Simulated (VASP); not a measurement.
## Ba: single point with PBE

The system is Ba.

```
Ba
1.0
     3.61494   -2.60288    0.00000
     3.61494    2.60288    0.00000
     0.00000    0.00000    7.46859
Ba
2
Direct
  0.71698 0.28302 0.25000
  0.28302 0.71698 0.75000
```

This cell differs from its parent crystal: strained.

* Program: VASP 6.6.1
* Task: single point
* Functional: PBE
* Potentials or basis: VASP PAW PBE potentials, release 64 (Ba_sv)
* Cutoff: 520 eV
* k mesh: 10 × 10 × 6
* Occupations: gaussian, width 0.1 eV
* Spin: no spin polarisation
* Dipole correction: no
* Further INCAR settings: ALGO = Fast; EDIFF = 1e-07; NBANDS = 17

- Pressure: -0.8 GPa
- Largest force: 0.198 eV/Å
- Band gap on the k mesh: zero (bands 10 and 11 overlap by 0.74 eV)

Forces on the atoms (eV/Å):
```
Ba   0.000 -0.198  0.000
Ba   0.000  0.198  0.000
```

Stress tensor (GPa, compression positive):
```
-0.53  0.00  0.00
 0.00 -0.83  0.00
 0.00  0.00 -0.90
```

Levels at points of the mesh, in eV from the Fermi level:
```
           k point  band 8  band 9  band 10  band 11  band 12  band 13
(0.00, 0.00, 0.00)  -14.08   -2.67    -0.84     0.69     0.88     1.54
(0.50, 0.00, 0.00)  -14.11   -0.59    -0.36     0.21     0.64     0.78
(0.50, 0.50, 0.00)  -14.08   -0.79    -0.41    -0.37     0.78     1.07
(0.00, 0.00, 0.50)  -14.08   -1.79    -1.79     0.99     0.99     1.05
(0.50, 0.00, 0.50)  -14.08   -0.81    -0.81     0.64     0.64     1.01
(0.50, 0.50, 0.50)  -14.18   -0.21    -0.21     0.19     0.19     1.36
```

It took 4.4 min on 1 thread of Intel Xeon 8259CL (shared host), peak memory 0.43 GiB.

Caveat: the cell differs from its parent crystal (strained); spin-orbit coupling is left out, which moves the levels of the heavy elements.
